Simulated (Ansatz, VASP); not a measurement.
## Os in VASP and in Ansatz

Contents of INCAR:

```
SYSTEM = Os
PREC = Accurate
ENCUT = 600
EDIFF = 1E-7
ISMEAR = -1
SIGMA = 0.05
LREAL = .False.
LASPH = .True.
NELM = 120
ALGO = Normal
ISIF = 3
LWAVE = .False.
LCHARG = .False.
GGA = PE
IBRION = 2
NSW = 45
EDIFFG = -0.005
GGA_COMPAT = .False.
NELMIN = 4
```

File KPOINTS:

```
regular mesh
0
Gamma
  19 19 19
  0 0 0
```

The input POSCAR:

```
Os
1.0
   -1.5459096616      1.5459096616      1.5459096616
    1.5459096616     -1.5459096616      1.5459096616
    1.5459096616      1.5459096616     -1.5459096616
Os
1
Direct
    0.0000000000      0.0000000000      0.0000000000
```

Input for Ansatz:

```yaml
crystal:
  lattice:
    - [-1.5459096616, 1.5459096616, 1.5459096616]
    - [1.5459096616, -1.5459096616, 1.5459096616]
    - [1.5459096616, 1.5459096616, -1.5459096616]
  atoms:
    - { symbol: Os, position: [0.0, 0.0, 0.0] }
kpoints:
  mp_grid: { grid: [19, 19, 19] }
scf:
  occupations: { method: fermi_dirac, width: 0.05 }
hamiltonian:
  xc: pbe
  pseudopotentials:
    kind: all_electron
    lapw: { basis_error: 0.0005 }
    relativity: none
output:
  forces: true
  stress: true
  eigenvalues: true
  populations: true
relax:
  f_tol: 0.005
  max_steps: 25
  cell: {}
```

Alike in both runs: task relaxation of cell and atoms; functional PBE; k mesh 19 × 19 × 19; occupations fermi-dirac, width 0.05 eV; no spin polarisation.

```csv
,VASP,Ansatz
version,VASP 6.6.1,Ansatz 0.2.0
potentials or method,"VASP PAW PBE potentials, release 64 (Os), cutoff 600 eV","all-electron LAPW, non-relativistic"
```

|  | VASP | Ansatz | Ansatz less VASP |
| --- | --- | --- | --- |
| relaxed volume (Å³/atom) | 14.78 | 16.16 | +1.375 |
| relaxed cell length with the largest relative difference (Å) | 2.678 | 2.759 | +0.0806 |

Ansatz ran all-electron here, and VASP with PAW potentials.

Neither program's run includes spin-orbit coupling.
